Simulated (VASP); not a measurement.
The system is Li3CuAu2.

```
CELL_PARAMETERS angstrom
2.61669 0.00000 0.00000
-1.30834 2.26612 0.00000
0.00000 0.00000 12.12506
ATOMIC_POSITIONS crystal
Li 0.00000 0.00000 0.32418
Li 0.00000 0.00000 0.65757
Li 0.33333 0.66667 0.83330
Cu 0.00000 0.00000 0.00000
Au 0.33333 0.66667 0.15749
Au 0.33333 0.66667 0.49088
```

The cell was generated, and may not be a known phase.

| Quantity | Value |
| --- | --- |
| Program | VASP 6.6.1 |
| Task | relaxation of cell and atoms |
| Functional | PBE |
| Potentials or basis | VASP PAW PBE potentials, release 64 (Li_sv, Cu, Au) |
| Cutoff | 600 eV |
| k mesh | 6 × 6 × 2 |
| Occupations | gaussian, width 0.1 eV |
| Spin | no spin polarisation |

At the start: pressure 40.6 GPa; volume 11.98 Å³/atom.

Where does the relaxation end?

Over 14 steps the energy falls by 408.9 meV/atom and the volume is 16.09 Å³/atom (+34.3 %); space group P3m1 (No. 156, to 0.1 Å) before and after.

Step by step:
| step | energy change (eV) | largest force (eV/Å) | pressure (GPa) | volume (Å³) |
| --- | --- | --- | --- | --- |
| 1 | 0.0000 | 3.4122 | 40.62 | 71.90 |
| 2 | -2.0040 | 0.5641 | -6.35 | 108.32 |
| 3 | -2.3605 | 0.4081 | 0.83 | 93.47 |
| 4 | -2.3615 | 0.4235 | 0.09 | 94.47 |
| 5 | -2.3616 | 0.4161 | 0.45 | 93.98 |
| 6 | -2.3873 | 0.3707 | 0.22 | 94.44 |
| 7 | -2.4318 | 0.2221 | -0.24 | 95.82 |
| 8 | -2.4348 | 0.1571 | -0.32 | 96.32 |
| 9 | -2.4409 | 0.1363 | 0.20 | 95.75 |
| 10 | -2.4423 | 0.1498 | 0.60 | 95.33 |
| 11 | -2.4467 | 0.1067 | 0.21 | 95.94 |
| 12 | -2.4482 | 0.1271 | -0.16 | 96.56 |
| 13 | -2.4503 | 0.1056 | -0.09 | 96.56 |
| 14 | -2.4532 | 0.0399 | 0.12 | 96.53 |

Final structure:
```
CELL_PARAMETERS angstrom
2.92731 0.00000 0.00000
-1.46366 2.53513 0.00000
0.00000 0.00000 13.00797
ATOMIC_POSITIONS crystal
Li 0.00000 0.00000 0.32596
Li 0.00000 0.00000 0.64444
Li 0.33333 0.66667 0.84557
Cu 0.00000 0.00000 0.99851
Au 0.33333 0.66667 0.16241
Au 0.33333 0.66667 0.48653
```

Caveat: the k points lie up to 0.41 Å⁻¹ apart in the final cell, too coarse for converged energies and pressures of a metal; the cutoff is under 1.25 times the usual one of these potentials, so pressure, stress and relaxed cells hold a basis-set (Pulay) error; the volume moved by over 15 % at a fixed basis, so the end points are rough.
